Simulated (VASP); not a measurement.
Input of a VASP 6.6.1 run:

File POSCAR:

```
NiO
1.0
    0.0000000000      2.0445720710      2.0445720710
    2.0445720710      0.0000000000      2.0445720710
    2.0445720710      2.0445720710      0.0000000000
Ni O
1 1
Direct
    0.0000000000      0.0000000000      0.0000000000
    0.5000000000      0.5000000000      0.5000000000
```

Contents of INCAR.step1:

```
SYSTEM = NiO
PREC = Accurate ; ENCUT = 520
ISMEAR = -1 ; SIGMA = 0.1
LREAL = .False. ; LASPH = .True.
NELM = 80 ; NBANDS = 15
GGA = PE ; ALGO = Normal
EDIFF = 1E-4 ; LWAVE = .True.
LCHARG = .False.
```

Contents of INCAR.step2:

```
SYSTEM = NiO
PREC = Accurate ; ENCUT = 520
EDIFF = 1E-7 ; ISMEAR = -1
SIGMA = 0.1 ; LREAL = .False.
LASPH = .True. ; NELM = 80
ALGO = Normal ; ISIF = 2
LWAVE = .False. ; LCHARG = .False.
METAGGA = R2SCAN ; LMIXTAU = .True.
NBANDS = 15 ; ISTART = 1
```

Contents of KPOINTS:

```
regular mesh
0
Gamma
  14 14 14
  0 0 0
```

Potentials or basis: VASP PAW PBE potentials, release 64 (Ni, O).

Run with:

```console
$ cat potpaw_PBE.64/Ni/POTCAR potpaw_PBE.64/O/POTCAR > POTCAR
$ cp INCAR.step1 INCAR
$ mpirun -np 1 vasp_std > vasp.out
$ cp INCAR.step2 INCAR
$ mpirun -np 1 vasp_std > vasp.out
```

Predict the band gap on the k mesh.

zero (band 8 reaches 10.22 eV, above the bottom of band 9 at 7.11 eV).

Predict the pressure.

4.4 GPa.

Caveat: the PAW data sets were made with another functional, which shifts forces and pressure a little; the run has no spin polarisation, though such a crystal can be magnetic; semilocal functionals often make such compounds metallic where correlation or magnetic order opens a gap, which also shifts bond lengths. Spin polarisation is off, so any magnetic state and its effect on volume and gap are missing.
